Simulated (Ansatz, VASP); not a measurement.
# Two plane-wave programs on KMgH3

Contents of INCAR:

```
ALGO = Normal
EDIFF = 1E-7
ENCUT = 520
GGA = CA
ISIF = 2
ISMEAR = 0
LASPH = True
LCHARG = False
LREAL = False
LWAVE = False
NBANDS = 15
NELM = 80
PREC = Accurate
SIGMA = 0.05
```

File KPOINTS:

```
k-points
0
Gamma
  8 8 8
```

The input POSCAR:

```
KMgH3
1.0
    3.8237500000      0.0000000000      0.0000000000
    0.0000000000      3.8237500000      0.0000000000
    0.0000000000      0.0000000000      4.1256250000
K Mg H
1 1 3
Direct
    0.0000000000      0.0000000000      0.0000000000
    0.5000000000      0.5000000000      0.5000000000
    0.0000000000      0.5000000000      0.5000000000
    0.5000000000      0.0000000000      0.5000000000
    0.5000000000      0.5000000000      0.0000000000
```

Input for Ansatz:

```yaml
crystal:
  lattice:
    - [3.82375, 0.0, 0.0]
    - [0.0, 3.82375, 0.0]
    - [0.0, 0.0, 4.125625]
  atoms:
    - { symbol: K, position: [0.0, 0.0, 0.0] }
    - { symbol: Mg, position: [0.5, 0.5, 0.5] }
    - { symbol: H, position: [0.0, 0.5, 0.5] }
    - { symbol: H, position: [0.5, 0.0, 0.5] }
    - { symbol: H, position: [0.5, 0.5, 0.0] }
basis:
  ecutwfc: 420
kpoints:
  mp_grid: { grid: [8, 8, 8] }
hamiltonian:
  xc: lda
scf:
  occupations: { method: gaussian, width: 0.05 }
output:
  forces: true
  stress: true
  eigenvalues: true
```

Change from the starting cell: strain -0.050 along x and y, +0.025 along z, atoms carried along.

Alike in both runs: task single point; functional LDA; k mesh 8 × 8 × 8; occupations gaussian, width 0.05 eV; no spin polarisation.

|  | VASP | Ansatz |
| --- | --- | --- |
| version | VASP 6.6.1 | Ansatz 0.2.0 |
| potentials or method | VASP PAW LDA potentials, release 64 (K_sv, Mg, H), cutoff 520 eV | scalar-relativistic, plane waves, PAW |
| valence electrons in the cell | 14 | 22 |

|  | VASP | Ansatz | Ansatz less VASP |
| --- | --- | --- | --- |
| gap on the k mesh at the Fermi level (eV) | 2.30 | 2.30 | -0.002 |
| least direct gap on the mesh (eV) | 4.51 | 4.50 | -0.006 |
| pressure (GPa) | -0.3 | 0.0 | +0.23 |
| traceless stress, the component that is largest in VASP (GPa) | -2.97 | -2.96 | +0.016 |

LDA's correlation is that of Perdew and Zunger in VASP and of Perdew and Wang (1992) in Ansatz. VASP's potentials hold 14 valence electrons a cell and Ansatz's 22, so a difference there can come from the potentials and not from the codes.
